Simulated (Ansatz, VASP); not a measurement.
Two plane-wave programs on Cd

```
Cd
1.0
     0.00000    2.26650    2.26650
     2.26650    0.00000    2.26650
     2.26650    2.26650    0.00000
Cd
1
Cartesian
  0.0000 0.0000 0.0000
```

Alike in both runs: task single point; functional BLYP; k mesh 13 × 13 × 13; occupations fermi-dirac, width 0.1 eV; no spin polarisation.

```csv
,VASP,Ansatz
version,VASP 6.6.1,Ansatz 0.2.0
potentials or method,"VASP PAW PBE potentials, release 64 (Cd), cutoff 520 eV","plane waves (420 eV) with PAW, scalar-relativistic"
valence electrons in the cell,12,20
```

```csv
,VASP,Ansatz,Ansatz less VASP
pressure (GPa),4.0,3.8,-0.28
```

VASP's potentials were made for PBE, not for BLYP. VASP's potentials hold 12 valence electrons a cell and Ansatz's 20, so a difference there can come from the potentials and not from the codes.
